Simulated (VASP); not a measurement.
The system is Sn.

```xyz
1
Lattice="3.4061 0.0000 0.0000 -0.1954 3.4005 0.0000 -1.5549 -1.7478 2.4756" Properties=species:S:1:pos:R:3 pbc="T T T"
Sn    0.0000    0.0000    0.0000
```

```yaml
Program: VASP 6.6.1
Task: relaxation of cell and atoms
Functional: PBEsol
Dispersion: D3(BJ)
Potentials_or_basis: VASP PAW PBE potentials, release 64 (Sn_d)
Cutoff: 600 eV
k_mesh: 11 × 11 × 11
Occupations: methfessel-paxton, width 0.1 eV
Spin: no spin polarisation
```

At the start: pressure -5.7 GPa; volume 28.67 Å³/atom.

Q: Where does the relaxation end?

A: Over 11 steps the energy falls by 67.6 meV/atom and the volume is 25.42 Å³/atom (-11.3 %); space group I4/mmm (No. 139, to 0.05 Å).

Step by step:
```
step  energy change (eV)  largest force (eV/Å)  pressure (GPa)  volume (Å³)
   1              0.0000                0.0000           -5.74        28.67
   2             -0.0622                0.0000            2.05        24.61
   3             -0.0668                0.0000            0.18        25.37
   4             -0.0668                0.0000            0.02        25.43
   5             -0.0675                0.0000           -0.04        25.45
   6             -0.0676                0.0000           -0.05        25.45
   7             -0.0676                0.0000           -0.09        25.46
   8             -0.0676                0.0000           -0.09        25.46
   9             -0.0676                0.0000           -0.08        25.45
  10             -0.0676                0.0000            0.05        25.40
  11             -0.0676                0.0000           -0.01        25.42
```

Final structure:
```xyz
1
Lattice="3.2747 0.0120 -0.0330 -0.1759 3.2700 0.0330 -1.5251 -1.6639 2.3728" Properties=species:S:1:pos:R:3 pbc="T T T"
Sn    0.0000    0.0000    0.0000
```

Caveat: the PAW data sets were made with another functional, which shifts forces and pressure a little; pairwise dispersion overbinds metals, which lowers pressure and volume.
